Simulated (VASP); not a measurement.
# GdAl2N3 (P6/mmm) in VASP: further runs

Runs on GdAl2N3. Level: PBE. Tasks: single point.

All numbers are computed with VASP 6.6.1; they aren't measurements. Logs are shortened: lines on timing, memory, paths and dates and some standing lists are left out, and cuts for length are marked.

## (1) The cell of the first run

It takes space group P6/mmm (No. 191, hexagonal). Conventional cell: a = 5.351 Å, b = 5.351 Å, c = 2.677 Å, α = 90.00°, β = 90.00°, γ = 120.00°. Within 3.5 Å of Gd (site symmetry 6/mmm) lie 2 Gd at 2.68 Å and 12 N at 2.99 Å and 6 Al at 3.09 Å. Al (site symmetry -6m2) has 6 N at 2.04 Å and 2 Al at 2.68 Å within 2.7 Å. Within 2.7 Å of N (site symmetry mmm) lie 4 Al at 2.04 Å and 6 N at 2.68 Å.

The cell was built from a structure type or drawn by symmetry, and may not be a known phase.

## (2) Single point, PBE, collinear spin, ferromagnetic start

Contents of INCAR:

```
  PREC = Accurate
  ENCUT = 520
  EDIFF = 1E-6
  ISMEAR = 0
  SIGMA = 0.1
  LREAL = F
  LASPH = T
  NELM = 150
  ALGO = Normal
  ISIF = 2
  LWAVE = F
  LCHARG = F
  ISPIN = 2
  MAGMOM = 7 0 0 0 0 0
  LORBIT = 11
  LMAXMIX = 6
  GGA = PE
  NBANDS = 32
```

Contents of KPOINTS:

```
Automatic mesh
0
Gamma
  6 6 4
```

Contents of POSCAR:

```
GdAl2N3
1.0
    5.3510962170      0.0000000030      0.0000000000
   -2.6755481111      4.6341852605      0.0000000000
    0.0000000000      0.0000000000      2.6765234640
Gd Al N
1 2 3
Direct
    0.0000000000      0.0000000000      0.0000000000
    0.6666666667      0.3333333333      0.0000000000
    0.3333333333      0.6666666667      0.0000000000
    0.5000000000      0.5000000000      0.5000000000
    0.5000000000      0.0000000000      0.5000000000
    0.0000000000      0.5000000000      0.5000000000
```

Potentials or basis: VASP PAW PBE potentials, release 64 (Gd, Al, N).

Command:

```sh
$ cat potpaw_PBE.64/Gd/POTCAR potpaw_PBE.64/Al/POTCAR potpaw_PBE.64/N/POTCAR > POTCAR
$ mpirun -np 1 vasp_std > vasp.out
```

OUTCAR:

```text
PREC = Accurate
   ENCUT = 520
   EDIFF = 1E-6
   ISMEAR = 0
   LREAL = F
   LASPH = T
   NELM = 150
   ISIF = 2
   ISPIN = 2
   LORBIT = 11
   GGA = PE

 ion  position               nearest neighbor table
   1  0.000  0.000  0.000-   2 3.09   3 3.09   3 3.09   2 3.09   2 3.09   3 3.09
   2  0.667  0.333  0.000-   5 2.04   5 2.04   6 2.04   6 2.04   4 2.04   4 2.04   3 3.09   3 3.09
                             1 3.09   1 3.09   1 3.09   3 3.09
   3  0.333  0.667  0.000-   5 2.04   5 2.04   6 2.04   6 2.04   4 2.04   4 2.04   2 3.09   2 3.09
                             1 3.09   1 3.09   1 3.09   2 3.09
   4  0.500  0.500  0.500-   2 2.04   3 2.04   2 2.04   3 2.04
   5  0.500  0.000  0.500-   2 2.04   3 2.04   2 2.04   3 2.04
   6  0.000  0.500  0.500-   2 2.04   3 2.04   2 2.04   3 2.04

  LATTYP: Found a hexagonal cell.
 ALAT       =     5.3510962170
 C/A-ratio  =     0.5001822721

  Lattice vectors:

 A1 = (   5.3510962170,   0.0000000030,   0.0000000000)
 A2 = (  -2.6755481111,   4.6341852605,   0.0000000000)
 A3 = (   0.0000000000,   0.0000000000,   2.6765234640)

Analysis of symmetry for initial positions (statically):
=====================================================================
 Subroutine PRICEL returns:
 Original cell was already a primitive cell.

 Routine SETGRP: Setting up the symmetry group for a
 hexagonal supercell.

 Subroutine GETGRP returns: Found 24 space group operations
 (whereof 24 operations were pure point group operations)
 out of a pool of 24 trial point group operations.

The static configuration has the point symmetry D_6h.

Analysis of symmetry for dynamics (positions and initial velocities):
=====================================================================
 Subroutine PRICEL returns:
 Original cell was already a primitive cell.

 Routine SETGRP: Setting up the symmetry group for a
 hexagonal supercell.

 Subroutine GETGRP returns: Found 24 space group operations
 (whereof 24 operations were pure point group operations)
 out of a pool of 24 trial point group operations.

The dynamic configuration has the point symmetry D_6h.

Analysis of structural, dynamic, and magnetic symmetry:
=====================================================================
 Subroutine PRICEL returns:
 Original cell was already a primitive cell.

 Routine SETGRP: Setting up the symmetry group for a
 hexagonal supercell.

 Subroutine GETGRP returns: Found 24 space group operations
 (whereof 24 operations were pure point group operations)
 out of a pool of 24 trial point group operations.

The overall configuration has the point symmetry D_6h.

 Subroutine INISYM returns: Found 24 space group operations
 (whereof 24 operations are pure point group operations),
 and found     1 'primitive' translations

----------------------------------------------------------------------------------------

                                     Primitive cell

  volume of cell :      66.3724

  direct lattice vectors                    reciprocal lattice vectors
     5.351096217  0.000000003  0.000000000     0.186877597  0.107893831  0.000000000
    -2.675548111  4.634185260  0.000000000    -0.000000000  0.215787661  0.000000000
     0.000000000  0.000000000  2.676523464     0.000000000  0.000000000  0.373618992

  length of vectors
     5.351096217  5.351096217  2.676523464     0.215787661  0.215787661  0.373618992

  position of ions in fractional coordinates (direct lattice)
     0.000000000  0.000000000  0.000000000
     0.666666667  0.333333333  0.000000000
     0.333333333  0.666666667  0.000000000
     0.500000000  0.500000000  0.500000000
     0.500000000  1.000000000  0.500000000
     0.000000000  0.500000000  0.500000000

  ion indices of the primitive-cell ions
   primitive index   ion index
                 1           1
                 2           2
                 3           3
                 4           4
                 5           5
                 6           6

----------------------------------------------------------------------------------------

 KPOINTS: Automatic mesh

Automatic generation of k-mesh.
 Grid dimensions read from file:
 generate k-points for:    6    6    4

 Generating k-lattice:

  Cartesian coordinates                     Fractional coordinates (reciprocal lattice)
     0.031146266  0.017982305  0.000000000     0.166666667  0.000000000  0.000000000
    -0.000000000  0.035964610  0.000000000    -0.000000000  0.166666667  0.000000000
     0.000000000  0.000000000  0.093404748     0.000000000  0.000000000  0.250000000

  Length of vectors
     0.035964610  0.035964610  0.093404748

  Shift w.r.t. Gamma in fractional coordinates (k-lattice)
     0.000000000  0.000000000  0.000000000

 Subroutine IBZKPT returns following result:
 ===========================================

 Found     21 irreducible k-points:

 Following reciprocal coordinates:
            Coordinates               Weight
  0.000000  0.000000  0.000000      1.000000
  0.166667  0.000000  0.000000      6.000000
  0.333333  0.000000  0.000000      6.000000
  0.500000  0.000000  0.000000      3.000000
  0.166667  0.166667  0.000000      6.000000
  0.333333  0.166667  0.000000     12.000000
[... 13 lines left out ...]
  0.333333  0.166667  0.500000     12.000000
  0.333333  0.333333  0.500000      2.000000
   k-points           NKPTS =     21   k-points in BZ     NKDIM =     21   number of bands    NBANDS=     32
   number of dos      NEDOS =    301   number of ions     NIONS =      6
   total plane-waves  NPLWV =  32000
   dimension x,y,z NGX =    40 NGY =   40 NGZ =   20
   dimension x,y,z NGXF=    80 NGYF=   80 NGZF=   40
   ions per type =               1   2   3
   NGX,Y,Z   is equivalent  to a cutoff of  12.43, 12.43, 12.42 a.u.
   NGXF,Y,Z  is equivalent  to a cutoff of  24.85, 24.85, 24.85 a.u.
 SYSTEM =  unknown system
   PREC   = accura    normal or accurate (medium, high low for compatibility)
   ISTART =      0    job   : 0-new  1-cont  2-samecut
   ICHARG =      2    charge: 1-file 2-atom 10-const
   ISPIN  =      2    spin polarized calculation?
   LNONCOLLINEAR =      F non collinear calculations
   LSORBIT =      F    spin-orbit coupling
   LASPH  =      T    aspherical Exc in radial PAW
   ENCUT  =  520.0 eV  38.22 Ry    6.18 a.u.   9.95  9.95  4.98*2*pi/ulx,y,z
   NELM   =    150;   NELMIN=  2; NELMDL= -5     # of ELM steps
   EDIFF  = 0.1E-05   stopping-criterion for ELM
   LREAL  =      F    real-space projection
   EDIFFG = 0.1E-04   stopping-criterion for IOM
   NSW    =      0    number of steps for IOM
   IBRION =     -1    ionic relax: 0-MD 1-quasi-New 2-CG
   NFREE  =      0    steps in history (QN), initial steepest desc. (CG)
   ISIF   =      2    stress and relaxation
   ISYM   =      2    0-nonsym 1-usesym 2-fastsym
   POTIM  = 0.5000    time-step for ionic-motion
   TEBEG  =    0.0;   TEEND  =   0.0 temperature during run
   PSTRESS=    0.0 pullay stress
   NELECT =      39.0000    total number of electrons
   NUPDOWN=      -1.0000    fix difference up-down
   EMIN   =  10.00;   EMAX   =-10.00  energy-range for DOS
   EFERMI =   0.00;   METHOD = LEGACY
   ISMEAR =     0;   SIGMA  =   0.10  broadening in eV -4-tet -1-fermi 0-gaus
   EFERMI_NEDOS =   21; number of points for ismear=-14 and -15
   IALGO  =     38    algorithm
   IMIX   =      4    mixing-type and parameters
     AMIX     =   0.40;   BMIX     =  1.00
     AMIX_MAG =   1.60;   BMIX_MAG =  1.00
  volume/ion in A,a.u.               =      11.06        74.65
  Fermi-wavevector in a.u.,A,eV,Ry     =   1.371199  2.591191 25.581510  1.880188
  Thomas-Fermi vector in A             =   2.496918
   LORBIT       =     11    0 simple, 1 ext, 2 COOP (PROOUT), +10 PAW based schemes
   GGA     = PE    functional components
   LHFCALC =     F    Hartree Fock is set to
   AEXX    =    0.0000 exact exchange contribution
   IVDW    =     0    specifies the selected vdW correction
   LEPSILON=     F    determine dielectric tensor
   LRPA    =     F    only Hartree local field effects (RPA)
 spin polarized calculation
 Gauss-broadening in eV      SIGMA  =   0.10
  energy-cutoff  :      520.00
  volume of cell :       66.37
 maximum number of plane-waves:      1822
 NGX is ok and might be reduce to    40
   NGX = 19   NGY = 19   NGZ =  9

 number of electron      39.0000002 magnetization       6.6156441

 Free energy of the ion-electron system (eV)
  ---------------------------------------------------
  ext. energy  EPLUGINS =         0.00000000
  ---------------------------------------------------
  free energy    TOTEN  =       -46.32540423 eV

  energy without entropy =      -46.31796888  energy(sigma->0) =      -46.32168656

 E-fermi :   7.4867     XC(G=0): -11.8298

 val. band max:        7.4624317771   @ k =   0.3333   0.0000   0.5000
 cond. band min:       7.5631816611   @ k =   0.1667   0.0000   0.0000
 fundamental gap:      0.1007498840
 Fermi energy:         7.4866951689

 spin component 1

 k-point     1 :       0.0000    0.0000    0.0000
  band No.  band energies     occupation
      1     -38.0851      1.00000
      2     -15.5397      1.00000
      3     -15.5397      1.00000
      4     -13.4613      1.00000
      5      -9.0663      1.00000
      6      -6.4231      1.00000
[... 23 lines left out ...]
     30      14.2339      0.00000
     31      17.4066      0.00000

 k-point     2 :       0.1667    0.0000    0.0000
  band No.  band energies     occupation
      1     -38.0851      1.00000
      2     -15.5545      1.00000
      3     -15.5433      1.00000
      4     -13.4612      1.00000
      5      -8.9168      1.00000
      6      -6.6623      1.00000
[... 638 lines left out ...]
 k-point    21 :       0.3333    0.3333    0.5000
  band No.  band energies     occupation
      1     -37.5308      1.00000
      2     -17.2341      1.00000
      3     -14.9712      1.00000
      4     -14.9712      1.00000
      5      -6.1459      1.00000
      6      -6.1459      1.00000
[... 23 lines left out ...]
     30      14.0580      0.00000
     31      15.8403      0.00000
 Fermi energy:         7.4866951689

 spin component 2

 k-point     1 :       0.0000    0.0000    0.0000
  band No.  band energies     occupation
      1     -35.0259      1.00000
      2     -13.4226      1.00000
      3     -13.4226      1.00000
      4     -11.0512      1.00000
      5      -9.1813      1.00000
      6      -6.5948      1.00000
[... 23 lines left out ...]
     30      15.4610      0.00000
     31      17.5735      0.00000

 k-point     2 :       0.1667    0.0000    0.0000
  band No.  band energies     occupation
      1     -35.0258      1.00000
      2     -13.4553      1.00000
      3     -13.4299      1.00000
      4     -11.0510      1.00000
      5      -9.0140      1.00000
      6      -6.8170      1.00000
[... 638 lines left out ...]
 k-point    21 :       0.3333    0.3333    0.5000
  band No.  band energies     occupation
      1     -34.3854      1.00000
      2     -15.2786      1.00000
      3     -12.7576      1.00000
      4     -12.7576      1.00000
      5      -6.3085      1.00000
      6      -6.3085      1.00000
[... 23 lines left out ...]
     30      14.2372      0.00000
     31      16.0153      0.00000
 [bands above 31 left out]

------------------------ aborting loop because EDIFF is reached ----------------------------------------

  FORCE on cell =-STRESS in cart. coord.  units (eV):
  Direction    XX          YY          ZZ          XY          YZ          ZX
  --------------------------------------------------------------------------------------
  -------------------------------------------------------------------------------------
  Total       -0.0654238     -0.0654238     -0.0274517      0.0000000     -0.0000000      0.0000000
  in kB       -1.5792795     -1.5792795     -0.6626626      0.0000000     -0.0000000      0.0000000
  external PRESSURE =      -1.2737405 kB  Pullay stress =       0.0000000 kB

 VOLUME and BASIS-vectors are now :
 -----------------------------------------------------------------------------
  energy-cutoff  :      520.00
  volume of cell :       66.37
      direct lattice vectors                 reciprocal lattice vectors
     5.351096217  0.000000003  0.000000000     0.186877597  0.107893831  0.000000000
    -2.675548111  4.634185260  0.000000000    -0.000000000  0.215787661  0.000000000
     0.000000000  0.000000000  2.676523464     0.000000000  0.000000000  0.373618992

 POSITION                                       TOTAL-FORCE (eV/Angst)
 -----------------------------------------------------------------------------------
      0.00000      0.00000      0.00000        -0.000000      0.000000      0.000000
      2.67555      1.54473      0.00000        -0.000000     -0.000000      0.000000
     -0.00000      3.08946      0.00000        -0.000000      0.000000      0.000000
      1.33777      2.31709      1.33826         0.000000      0.000000      0.000000
      2.67555      0.00000      1.33826        -0.000000      0.000000      0.000000
     -1.33777      2.31709      1.33826        -0.000000      0.000000      0.000000
 -----------------------------------------------------------------------------------
    total drift:                               -0.000000      0.000000     -0.000000

  FREE ENERGIE OF THE ION-ELECTRON SYSTEM (eV)
  ---------------------------------------------------
  free  energy   TOTEN  =       -46.3254042339 eV

  energy  without entropy=      -46.3179688837  energy(sigma->0) =      -46.32168656

 total charge

# of ion       s       p       d       f       tot
--------------------------------------------------
    1        2.031   5.567   0.720   7.059  15.378
    2        0.319   0.387   0.000   0.000   0.706
    3        0.319   0.387   0.000   0.000   0.706
    4        1.261   2.457   0.000   0.000   3.718
    5        1.261   2.457   0.000   0.000   3.718
    6        1.261   2.457   0.000   0.000   3.718
--------------------------------------------------
tot          6.452  13.713   0.720   7.059  27.945

 magnetization (x)

# of ion       s       p       d       f       tot
--------------------------------------------------
    1       -0.003  -0.078   0.090   6.733   6.741
    2        0.002   0.003   0.000   0.000   0.005
    3        0.002   0.003   0.000   0.000   0.005
    4       -0.001  -0.101   0.000   0.000  -0.102
    5       -0.001  -0.101   0.000   0.000  -0.102
    6       -0.001  -0.101   0.000   0.000  -0.102
--------------------------------------------------
tot         -0.002  -0.375   0.090   6.733   6.446
```

Run time: 7.9 min. Hardware: 1 thread of Intel Xeon Platinum 8259CL at 2.50GHz (Skylake/Cascade Lake), shared host; peak memory 0.25 GiB.

Results:

```yaml
Free_energy: -46.3254 eV
Pressure: -0.1 GPa
Net_moment: 6.62 μB per cell
Site_moments: Gd +6.74; Al +0.01; N -0.10 μB
Valence_electrons_inside_the_program's_atomic_spheres: Gd 15.38; Al 0.71; N 3.72
```

Stress tensor (GPa, compression positive):
```
-0.16  0.00  0.00
 0.00 -0.16  0.00
 0.00  0.00 -0.07
```

Caveat: the k points lie up to 0.59 Å⁻¹ apart; spin-orbit coupling is left out, which moves the levels of the heavy elements; a cell with one magnetic atom can't hold antiferromagnetic order, which such compounds often take; semilocal functionals describe open f shells poorly, which spoils levels, moments and volumes.

(Part 1 of 2 ends here.)
